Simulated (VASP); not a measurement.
# Si (Pm-3m) in VASP: further runs, part 2 of 2

VASP 6.6.1. Earlier steps stand in the parts before.

## Step 3: Single point, PBE

This run uses another cell than the first one, of 16.02 Å³/atom, 0.980 times its volume.

Input file INCAR:

```
ALGO = Normal
EDIFF = 1E-7
ENCUT = 520
GGA = PE
ISIF = 2
ISMEAR = -1
LASPH = True
LCHARG = True
LELF = True
LREAL = False
LVHAR = True
LWAVE = False
NBANDS = 8
NELM = 60
PREC = Accurate
SIGMA = 0.05
```

Input file KPOINTS:

```
k-points
0
Gamma
  9 9 9
```

Input file POSCAR:

```
Si
1.0
    2.5211460871      0.0000000000      0.0000000000
    0.0000000000      2.5211460871      0.0000000000
    0.0000000000      0.0000000000      2.5211460871
Si
1
Direct
    0.0000000000      0.0000000000      0.0000000000
```

Potentials or basis: VASP PAW PBE potentials, release 64 (Si).

Run with:

```console
$ cat potpaw_PBE.64/Si/POTCAR > POTCAR
$ mpirun -np 1 vasp_std > vasp.out
```

OUTCAR:

```text
EDIFF = 1E-7
   ENCUT = 520
   GGA = PE
   ISIF = 2
   ISMEAR = -1
   LASPH = True
   LREAL = False
   NELM = 60
   PREC = Accurate

 ion  position               nearest neighbor table
   1  0.000  0.000  0.000-

  LATTYP: Found a simple cubic cell.
 ALAT       =     2.5211460871

  Lattice vectors:

 A1 = (   2.5211460871,   0.0000000000,   0.0000000000)
 A2 = (   0.0000000000,   2.5211460871,   0.0000000000)
 A3 = (   0.0000000000,   0.0000000000,   2.5211460871)

Analysis of symmetry for initial positions (statically):
=====================================================================
 Subroutine PRICEL returns:
 Original cell was already a primitive cell.

 Routine SETGRP: Setting up the symmetry group for a
 simple cubic supercell.

 Subroutine GETGRP returns: Found 48 space group operations
 (whereof 48 operations were pure point group operations)
 out of a pool of 48 trial point group operations.

The static configuration has the point symmetry O_h .

Analysis of symmetry for dynamics (positions and initial velocities):
=====================================================================
 Subroutine PRICEL returns:
 Original cell was already a primitive cell.

 Routine SETGRP: Setting up the symmetry group for a
 simple cubic supercell.

 Subroutine GETGRP returns: Found 48 space group operations
 (whereof 48 operations were pure point group operations)
 out of a pool of 48 trial point group operations.

The dynamic configuration has the point symmetry O_h .

 Subroutine INISYM returns: Found 48 space group operations
 (whereof 48 operations are pure point group operations),
 and found     1 'primitive' translations

----------------------------------------------------------------------------------------

                                     Primitive cell

  volume of cell :      16.0249

  direct lattice vectors                    reciprocal lattice vectors
     2.521146087  0.000000000  0.000000000     0.396645004  0.000000000  0.000000000
     0.000000000  2.521146087  0.000000000     0.000000000  0.396645004  0.000000000
     0.000000000  0.000000000  2.521146087     0.000000000  0.000000000  0.396645004

  length of vectors
     2.521146087  2.521146087  2.521146087     0.396645004  0.396645004  0.396645004

  position of ions in fractional coordinates (direct lattice)
     0.000000000  0.000000000  0.000000000

  ion indices of the primitive-cell ions
   primitive index   ion index
                 1           1

----------------------------------------------------------------------------------------

 KPOINTS: k-points

Automatic generation of k-mesh.
 Grid dimensions read from file:
 generate k-points for:    9    9    9

 Generating k-lattice:

  Cartesian coordinates                     Fractional coordinates (reciprocal lattice)
     0.044071667  0.000000000  0.000000000     0.111111111  0.000000000  0.000000000
     0.000000000  0.044071667  0.000000000     0.000000000  0.111111111  0.000000000
     0.000000000  0.000000000  0.044071667     0.000000000  0.000000000  0.111111111

  Length of vectors
     0.044071667  0.044071667  0.044071667

  Shift w.r.t. Gamma in fractional coordinates (k-lattice)
     0.000000000  0.000000000  0.000000000

 Subroutine IBZKPT returns following result:
 ===========================================

 Found     35 irreducible k-points:

 Following reciprocal coordinates:
            Coordinates               Weight
  0.000000  0.000000  0.000000      1.000000
  0.111111  0.000000  0.000000      6.000000
  0.222222  0.000000  0.000000      6.000000
  0.333333  0.000000  0.000000      6.000000
  0.444444  0.000000  0.000000      6.000000
  0.111111  0.111111  0.000000     12.000000
[... 16 lines left out ...]
  0.333333  0.333333  0.111111     24.000000
  0.444444  0.333333  0.111111     48.000000
 [... further k-points ...]
   k-points           NKPTS =     35   k-points in BZ     NKDIM =     35   number of bands    NBANDS=      8
   number of dos      NEDOS =    301   number of ions     NIONS =      1
   total plane-waves  NPLWV =   8000
   dimension x,y,z NGX =    20 NGY =   20 NGZ =   20
   dimension x,y,z NGXF=    40 NGYF=   40 NGZF=   40
   ions per type =               1
   NGX,Y,Z   is equivalent  to a cutoff of  13.19, 13.19, 13.19 a.u.
   NGXF,Y,Z  is equivalent  to a cutoff of  26.38, 26.38, 26.38 a.u.
 SYSTEM =  unknown system
   PREC   = accura    normal or accurate (medium, high low for compatibility)
   ISTART =      0    job   : 0-new  1-cont  2-samecut
   ICHARG =      2    charge: 1-file 2-atom 10-const
   ISPIN  =      1    spin polarized calculation?
   LNONCOLLINEAR =      F non collinear calculations
   LSORBIT =      F    spin-orbit coupling
   LASPH  =      T    aspherical Exc in radial PAW
   ENCUT  =  520.0 eV  38.22 Ry    6.18 a.u.   4.69  4.69  4.69*2*pi/ulx,y,z
   NELM   =     60;   NELMIN=  2; NELMDL= -5     # of ELM steps
   EDIFF  = 0.1E-06   stopping-criterion for ELM
   LREAL  =      F    real-space projection
   EDIFFG = 0.1E-05   stopping-criterion for IOM
   NSW    =      0    number of steps for IOM
   IBRION =     -1    ionic relax: 0-MD 1-quasi-New 2-CG
   NFREE  =      0    steps in history (QN), initial steepest desc. (CG)
   ISIF   =      2    stress and relaxation
   ISYM   =      2    0-nonsym 1-usesym 2-fastsym
   POTIM  = 0.5000    time-step for ionic-motion
   TEBEG  =    0.0;   TEEND  =   0.0 temperature during run
   PSTRESS=    0.0 pullay stress
   NELECT =       4.0000    total number of electrons
   NUPDOWN=      -1.0000    fix difference up-down
   EMIN   =  10.00;   EMAX   =-10.00  energy-range for DOS
   EFERMI =   0.00;   METHOD = LEGACY
   ISMEAR =    -1;   SIGMA  =   0.05  broadening in eV -4-tet -1-fermi 0-gaus
   EFERMI_NEDOS =   21; number of points for ismear=-14 and -15
   IALGO  =     38    algorithm
   IMIX   =      4    mixing-type and parameters
     AMIX     =   0.40;   BMIX     =  1.00
     AMIX_MAG =   1.60;   BMIX_MAG =  1.00
  volume/ion in A,a.u.               =      16.02       108.14
  Fermi-wavevector in a.u.,A,eV,Ry     =   1.030774  1.947881 14.456124  1.062495
  Thomas-Fermi vector in A             =   2.164889
   LORBIT       =      0    0 simple, 1 ext, 2 COOP (PROOUT), +10 PAW based schemes
   GGA     = PE    functional components
   LHFCALC =     F    Hartree Fock is set to
   AEXX    =    0.0000 exact exchange contribution
   IVDW    =     0    specifies the selected vdW correction
   LEPSILON=     F    determine dielectric tensor
   LRPA    =     F    only Hartree local field effects (RPA)
 non-spin polarized calculation
  energy-cutoff  :      520.00
  volume of cell :       16.02
 maximum number of plane-waves:       449
 NGX is ok and might be reduce to    20
   NGX =  9   NGY =  9   NGZ =  9

 number of electron       4.0000000 magnetization

 Free energy of the ion-electron system (eV)
  ---------------------------------------------------
  ext. energy  EPLUGINS =         0.00000000
  ---------------------------------------------------
  free energy    TOTEN  =        -5.04450763 eV

  energy without entropy =       -5.03883750  energy(sigma->0) =       -5.04167256

 E-fermi :   8.6468     XC(G=0): -10.6601

 val. band max:        8.4997153187   @ k =   0.4444   0.4444   0.3333
 cond. band min:       8.6577905327   @ k =   0.2222   0.1111   0.0000
 fundamental gap:      0.1580752140
 Fermi energy:         8.6468438992

 k-point     1 :       0.0000    0.0000    0.0000
  band No.  band energies     occupation
      1      -4.8877      2.00000
      2      15.8423      0.00000
      3      15.8423      0.00000
      4      16.1507      0.00000
      5      16.1507      0.00000
      6      16.1507      0.00000
      7      24.2004      0.00000
      8      33.2615      0.00000

 k-point     2 :       0.1111    0.0000    0.0000
  band No.  band energies     occupation
      1      -4.6118      2.00000
      2      12.1487      0.00000
      3      16.0640      0.00000
      4      16.3790      0.00000
      5      16.3790      0.00000
      6      19.3908      0.00000
      7      25.2401      0.00000
      8      31.4850      0.00000
[... 221 lines left out ...]
 k-point    23 :       0.3333    0.3333    0.1111
  band No.  band energies     occupation
      1       0.2374      2.00000
      2       6.9014      2.00000
      3       8.4454      1.96502
      4      15.4199      0.00000
      5      17.6060      0.00000
      6      24.1489      0.00000
      7      24.9223      0.00000
      8      26.5808      0.00000

 k-point    24 :       0.4444    0.3333    0.1111
  band No.  band energies     occupation
      1       1.9420      2.00000
      2       4.8604      2.00000
      3       9.1681      0.00006
      4      13.2566      0.00000
      5      18.7455      0.00000
      6      22.2387      0.00000
      7      25.5691      0.00000
      8      27.7582      0.00000

 [... further k-points ...]
[... 5 lines left out ...]
  --------------------------------------------------------------------------------------
  -------------------------------------------------------------------------------------
  Total        0.2089685      0.2089685      0.2089685      0.0000000     -0.0000000      0.0000000
  in kB       20.8928361     20.8928361     20.8928361      0.0000000     -0.0000000      0.0000000
  external PRESSURE =      20.8928361 kB  Pullay stress =       0.0000000 kB

 VOLUME and BASIS-vectors are now :
 -----------------------------------------------------------------------------
  energy-cutoff  :      520.00
  volume of cell :       16.02
      direct lattice vectors                 reciprocal lattice vectors
     2.521146087  0.000000000  0.000000000     0.396645004  0.000000000  0.000000000
     0.000000000  2.521146087  0.000000000     0.000000000  0.396645004  0.000000000
     0.000000000  0.000000000  2.521146087     0.000000000  0.000000000  0.396645004

 POSITION                                       TOTAL-FORCE (eV/Angst)
 -----------------------------------------------------------------------------------
      0.00000      0.00000      0.00000         0.000000      0.000000      0.000000
 -----------------------------------------------------------------------------------
    total drift:                               -0.000000     -0.000000      0.000000

  FREE ENERGIE OF THE ION-ELECTRON SYSTEM (eV)
  ---------------------------------------------------
  free  energy   TOTEN  =        -5.0445076280 eV

  energy  without entropy=       -5.0388375012  energy(sigma->0) =       -5.04167256
```

Wall time 7.9 s (1 thread of Intel Xeon 8259CL, shared host); peak memory 0.12 GiB.

Results:

* Free energy: -5.0445 eV
* Pressure: 2.1 GPa
* Band gap on the k mesh: zero (band 2 reaches 15.84 eV, above the bottom of band 3 at 6.56 eV)

Levels at points of the mesh, in eV from the Fermi level:
```tsv
k point	band 1	band 2	band 3	band 4	band 5	band 6
(0.00, 0.00, 0.00)	-13.53	7.20	7.20	7.50	7.50	7.50
```

## Step 4: Single point, PBE

This run uses another cell than the first one, of 16.68 Å³/atom, 1.020 times its volume.

Input file INCAR:

```
SYSTEM = Si
ALGO = Normal
EDIFF = 1E-6
ENCUT = 520
GGA = PE
ISIF = 2
ISMEAR = -1
LASPH = .True.
LCHARG = .False.
LREAL = .False.
LWAVE = .False.
NBANDS = 8
NELM = 60
PREC = Accurate
SIGMA = 0.05
```

Input file KPOINTS:

```
k-points
0
Gamma
  9 9 9
  0 0 0
```

Input file POSCAR:

```
Si
1.0
    2.5549910128      0.0000000000      0.0000000000
    0.0000000000      2.5549910128      0.0000000000
    0.0000000000      0.0000000000      2.5549910128
Si
1
Direct
    0.0000000000      0.0000000000      0.0000000000
```

Run with:

```console
$ cat potpaw_PBE.64/Si/POTCAR > POTCAR
$ mpirun -np 1 vasp_std > vasp.out
```

Wall time 6.6 s (1 thread of Intel Xeon 8259CL, shared host); peak memory 0.12 GiB.

Results (log left out):

```yaml
Free_energy: -5.0447 eV
Pressure: -1.9 GPa
Band_gap_on_the_k_mesh: zero (band 2 reaches 15.34 eV, above the bottom of band 3 at 6.08 eV)
```

Levels at points of the mesh, in eV from the Fermi level:
```csv
k point,band 1,band 2,band 3,band 4,band 5
"(0.00, 0.00, 0.00)",-13.22,7.16,7.16,7.22,7.22
```

## Step 5: Relaxation of cell and atoms, PBE

Input file INCAR:

```
SYSTEM = Si
PREC = Accurate
ENCUT = 600
EDIFF = 1E-6
ISMEAR = -1
SIGMA = 0.05
LREAL = .False.
LASPH = .True.
NELM = 60
ALGO = Normal
ISIF = 3
LWAVE = .False.
LCHARG = .False.
GGA = PE
IBRION = 2
NSW = 80
EDIFFG = -0.02
```

Input file KPOINTS:

```
regular mesh
0
Gamma
  9 9 9
  0 0 0
```

Input file POSCAR:

```
Si
1.0
    2.5381813747      0.0000000000      0.0000000000
    0.0000000000      2.5381813747      0.0000000000
    0.0000000000      0.0000000000      2.5381813747
Si
1
Direct
    0.0000000000      0.0000000000      0.0000000000
```

Run with:

```console
$ cat potpaw_PBE.64/Si/POTCAR > POTCAR
$ mpirun -np 1 vasp_std > vasp.out
```

Wall time 7.2 s (1 thread of AMD EPYC 7R13, shared host); peak memory 0.09 GiB.

It converged, with:

| Item | Value |
| --- | --- |
| Free energy | -5.0467 eV |
| Pressure after relaxing | 0.0 GPa |
| Band gap on the k mesh | zero (band 2 reaches 15.59 eV, above the bottom of band 3 at 6.31 eV) |

Final structure:
```cif
data_structure
_symmetry_space_group_name_H-M 'P 1'
_symmetry_Int_Tables_number 1
_cell_length_a 2.5382
_cell_length_b 2.5382
_cell_length_c 2.5382
_cell_angle_alpha 90.000
_cell_angle_beta 90.000
_cell_angle_gamma 90.000
_cell_volume 16.35
loop_
_atom_site_label
_atom_site_type_symbol
_atom_site_fract_x
_atom_site_fract_y
_atom_site_fract_z
_atom_site_occupancy
Si1 Si 0.00000 0.00000 0.00000 1
```

Levels at points of the mesh, in eV from the Fermi level:
| k point | band 1 | band 2 | band 3 | band 4 | band 5 | band 6 |
| --- | --- | --- | --- | --- | --- | --- |
| (0.00, 0.00, 0.00) | -13.37 | 7.18 | 7.18 | 7.36 | 7.36 | 7.36 |

Caveat: the relaxation stopped at its first step, so nothing moved.

## Step 6: Relaxation of cell and atoms, PBE

This run uses another cell than the first one, of 16.97 Å³/atom, 1.038 times its volume.

INCAR: that of step 5 with these lines changed.

```diff
@@ -3,3 +3,3 @@
 ENCUT = 600
-EDIFF = 1E-6
+EDIFF = 1E-7
 ISMEAR = -1
@@ -8,3 +8,3 @@
 LASPH = .True.
-NELM = 60
+NELM = 80
 ALGO = Normal
```

Input file KPOINTS:

```
Automatic mesh
0
Gamma
  9 9 9
  0 0 0
```

Input file POSCAR:

```
Si
1.0
    2.5700000000      0.0000000000      0.0000000000
    0.0000000000      2.5700000000      0.0000000000
    0.0000000000      0.0000000000      2.5700000000
Si
1
Direct
    0.0000000000      0.0000000000      0.0000000000
```

Potentials or basis: VASP PAW PBE potentials, release 64 (Si).

Run with:

```console
$ cat potpaw_PBE.64/Si/POTCAR > POTCAR
$ mpirun -np 1 vasp_std > vasp.out
```

OUTCAR:

```text
SYSTEM = Si
   PREC = Accurate
   ENCUT = 600
   EDIFF = 1E-7
   ISMEAR = -1
   LREAL = .False.
   LASPH = .True.
   NELM = 80
   ISIF = 3
   GGA = PE
   IBRION = 2
   NSW = 80
   EDIFFG = -0.02

 ion  position               nearest neighbor table
   1  0.000  0.000  0.000-

  LATTYP: Found a simple cubic cell.
 ALAT       =     2.5700000000

  Lattice vectors:

 A1 = (   2.5700000000,   0.0000000000,   0.0000000000)
 A2 = (   0.0000000000,   2.5700000000,   0.0000000000)
 A3 = (   0.0000000000,   0.0000000000,   2.5700000000)

Analysis of symmetry for initial positions (statically):
=====================================================================
 Subroutine PRICEL returns:
 Original cell was already a primitive cell.

 Routine SETGRP: Setting up the symmetry group for a
 simple cubic supercell.

 Subroutine GETGRP returns: Found 48 space group operations
 (whereof 48 operations were pure point group operations)
 out of a pool of 48 trial point group operations.

[... 163 lines left out ...]
------------------------ aborting loop because EDIFF is reached ----------------------------------------

  FORCE on cell =-STRESS in cart. coord.  units (eV):
  Direction    XX          YY          ZZ          XY          YZ          ZX
  --------------------------------------------------------------------------------------
  -------------------------------------------------------------------------------------
  Total       -0.3632695     -0.3632695     -0.3632695     -0.0000000      0.0000000     -0.0000000
  in kB      -34.2878418    -34.2878418    -34.2878418     -0.0000000      0.0000000     -0.0000000
  external PRESSURE =     -34.2878418 kB  Pullay stress =       0.0000000 kB
[... 57 lines left out ...]
--------------------------------------- Ionic step        3  -------------------------------------------

 number of electron       4.0000000 magnetization

 Free energy of the ion-electron system (eV)
  ---------------------------------------------------
  ext. energy  EPLUGINS =         0.00000000
  ---------------------------------------------------
  free energy    TOTEN  =        -5.04672965 eV

  energy without entropy =       -5.04130657  energy(sigma->0) =       -5.04401811

 E-fermi :   8.4107     XC(G=0): -10.5796

 val. band max:        8.2341595651   @ k =   0.4444   0.4444   0.3333
 cond. band min:       8.4273692907   @ k =   0.2222   0.1111   0.0000
 fundamental gap:      0.1932097256
 Fermi energy:         8.4107378012

 k-point     1 :       0.0000    0.0000    0.0000
  band No.  band energies     occupation
      1      -4.9629      2.00000
      2      15.5900      0.00000
      3      15.5900      0.00000
      4      15.7714      0.00000
      5      15.7714      0.00000
      6      15.7714      0.00000
[... 199 lines left out ...]
 k-point    24 :       0.4444    0.3333    0.1111
  band No.  band energies     occupation
      1       1.7528      2.00000
      2       4.6850      2.00000
      3       8.8960      0.00012
      4      13.0280      0.00000
      5      18.3047      0.00000
      6      21.8771      0.00000

 [... further k-points ...]
[... 5 lines left out ...]
  --------------------------------------------------------------------------------------
  -------------------------------------------------------------------------------------
  Total        0.0008624      0.0008624      0.0008624     -0.0000000     -0.0000000      0.0000000
  in kB        0.0845086      0.0845086      0.0845086     -0.0000000     -0.0000000      0.0000000
  external PRESSURE =       0.0845086 kB  Pullay stress =       0.0000000 kB
[... 16 lines left out ...]
  FREE ENERGIE OF THE ION-ELECTRON SYSTEM (eV)
  ---------------------------------------------------
  free  energy   TOTEN  =        -5.0467296481 eV

  energy  without entropy=       -5.0413065725  energy(sigma->0) =       -5.04401811

 reached required accuracy - stopping structural energy minimisation
```

OSZICAR:

```text
N       E                     dE             d eps       ncg     rms          rms(c)
DAV:   1    -0.120344338580E+01   -0.12034E+01   -0.17687E+03   444   0.559E+02
DAV:   2    -0.499584489880E+01   -0.37924E+01   -0.34362E+01   582   0.426E+01
DAV:   3    -0.503771212551E+01   -0.41867E-01   -0.41656E-01   498   0.512E+00
[... 23 lines left out ...]
DAV:   3    -0.504673162451E+01    0.18797E-03   -0.24620E-04   498   0.865E-02    0.287E-02
DAV:   4    -0.504673146695E+01    0.15756E-06   -0.10675E-06   552   0.102E-02    0.277E-02
DAV:   5    -0.504672954248E+01    0.19245E-05   -0.16387E-07   468   0.403E-03    0.182E-02
DAV:   6    -0.504672970551E+01   -0.16303E-06   -0.63049E-09   210   0.926E-04    0.621E-03
DAV:   7    -0.504672964811E+01    0.57393E-07   -0.87049E-10   210   0.281E-04
   3 F= -.50467296E+01 E0= -.50440181E+01  d E =-.690778E-02
```

Wall time 23 s (1 thread of AMD EPYC 7R13, shared host); peak memory 0.1 GiB.

What came out:

| Quantity | Value |
| --- | --- |
| Free energy | -5.0467 eV |
| Relaxed volume | 16.35 Å³/atom |
| Relaxed cell | a = 2.538 Å, b = 2.538 Å, c = 2.538 Å, α = 90.00°, β = 90.00°, γ = 90.00° |
| Space group after relaxing (to 0.05 Å) | Pm-3m (No. 221) |
| Energy gained by relaxing | 6.9 meV/atom |
| Ionic steps | 3 |
| Pressure after relaxing | 0.0 GPa |
| Band gap on the k mesh | zero (band 2 reaches 15.59 eV, above the bottom of band 3 at 6.31 eV) |

Step by step:
| step | energy change (eV) | largest force (eV/Å) | pressure (GPa) | volume (Å³) |
| --- | --- | --- | --- | --- |
| 1 | 0.0000 | 0.0000 | -3.43 | 16.97 |
| 2 | -0.0057 | 0.0000 | 1.61 | 16.10 |
| 3 | -0.0069 | 0.0000 | 0.01 | 16.35 |

Final structure:
```
Si
1.0
     2.53812    0.00000    0.00000
     0.00000    2.53812    0.00000
     0.00000    0.00000    2.53812
Si
1
Direct
  0.00000 0.00000 0.00000
```

## Step 7: The runs side by side

| task | cell | cutoff (eV) | gap on the mesh (eV) | pressure (GPa) |
| --- | --- | --- | --- | --- |
| single point | a = 2.538 Å, 1 atom | 520 | none | 0.0 |
| single point | a = 2.521 Å, 1 atom | 520 | none | 2.1 |
| single point | a = 2.555 Å, 1 atom | 520 | none | -1.9 |
| relaxation of cell and atoms | relaxed from a = 2.538 Å, 1 atom | 600 | none | 0.0 |
| relaxation of cell and atoms | relaxed from a = 2.570 Å, 1 atom | 600 | none | 0.0 |

Alike in all rows: level PBE; potentials or basis VASP PAW PBE potentials, release 64 (Si); no spin polarisation; k mesh 9 × 9 × 9; smearing fermi-dirac 0.05 eV.

Caveats: the relaxation stopped at its first step, so nothing moved (some runs).

Absolute energies hang on the potentials; compare differences alone.
